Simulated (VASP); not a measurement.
Input of a VASP 6.6.1 run:

The input POSCAR:

```
CdSe
1.0
    0.0000000000      3.2457122607      2.7851436868
    3.2457122607      0.0000000000      2.7851436868
    3.2457122607      3.2457122607      0.0000000000
Cd Se
1 1
Direct
    0.0000000000      0.0000000000      0.0000000000
    0.2500000000      0.2500000000      0.2500000000
```

Contents of INCAR.step1:

```
  PREC = Accurate
  ENCUT = 520
  ISMEAR = 0
  SIGMA = 0.01
  LREAL = False
  LASPH = True
  NELM = 80
  NBANDS = 16
  GGA = PE
  ALGO = Normal
  EDIFF = 1E-4
  LWAVE = True
  LCHARG = False
```

The input INCAR.step2:

```
  PREC = Accurate
  ENCUT = 520
  EDIFF = 1E-6
  ISMEAR = 0
  SIGMA = 0.01
  LREAL = False
  LASPH = True
  NELM = 80
  ALGO = Normal
  ISIF = 2
  LWAVE = False
  LCHARG = False
  METAGGA = R2SCAN
  LMIXTAU = True
  NBANDS = 16
  ISTART = 1
```

The input KPOINTS:

```
regular mesh
0
Gamma
  8 8 8
```

Potentials or basis: VASP PAW PBE potentials, release 64 (Cd, Se).

Command:

```bash
$ cat potpaw_PBE.64/Cd/POTCAR potpaw_PBE.64/Se/POTCAR > POTCAR
$ cp INCAR.step1 INCAR
$ mpirun -np 1 vasp_std > vasp.out
$ cp INCAR.step2 INCAR
$ mpirun -np 1 vasp_std > vasp.out
```

Problem. What does it give for the band gap on the k mesh?

Solution. 0.72 eV, direct.

Problem. Estimate the pressure.

Solution. -1.2 GPa.

Stress tensor (GPa, compression positive):
```
-1.82  0.00  0.00
 0.00 -1.82  0.00
 0.00  0.00  0.19
```

Caveat: the cell differs from its parent crystal (epitaxial xy strain +5.8%); the PAW data sets were made with another functional, which shifts forces and pressure a little.
